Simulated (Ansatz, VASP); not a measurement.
## Two plane-wave programs on BeAu2S2

```xyz
5
Lattice="3.7303 0.0000 0.0000 0.0000 3.7303 0.0000 0.0000 0.0000 7.3149" Properties=species:S:1:pos:R:3 pbc="T T T"
Be    0.0000    0.0000    3.6574
S     0.0000    0.0000    5.4881
S     0.0000    0.0000    1.8268
Au    1.8651    0.0000    0.0000
Au    0.0000    1.8651    0.0000
```

Alike in both runs: task relaxation of cell and atoms; functional PBE; k mesh 6 × 6 × 4; occupations gaussian, width 0.1 eV; no spin polarisation.

```csv
,VASP,Ansatz
version,VASP 6.6.1,Ansatz 0.2.0
potentials or method,"VASP PAW PBE potentials, release 64 (Be, S, Au), cutoff 600 eV","scalar-relativistic, plane waves, PAW"
valence electrons in the cell,36,52
```

|  | VASP | Ansatz | Ansatz less VASP |
| --- | --- | --- | --- |
| gap on the k mesh at the Fermi level, each at its own relaxed structure (eV) | none | none | - |
| relaxed volume (Å³/atom) | 25.11 | 24.94 | -0.177 |
| relaxed cell length with the largest relative difference (Å) | 4.213 | 4.194 | -0.0189 |

A gap of «none» marks a metal or a gap that the smearing closes. VASP's potentials hold 36 valence electrons a cell and Ansatz's 52, so a difference there can come from the potentials and not from the codes.

Spin-orbit coupling is off throughout. Noted on VASP's run: the volume moved by over 15 % at a fixed basis, so the end points are rough.
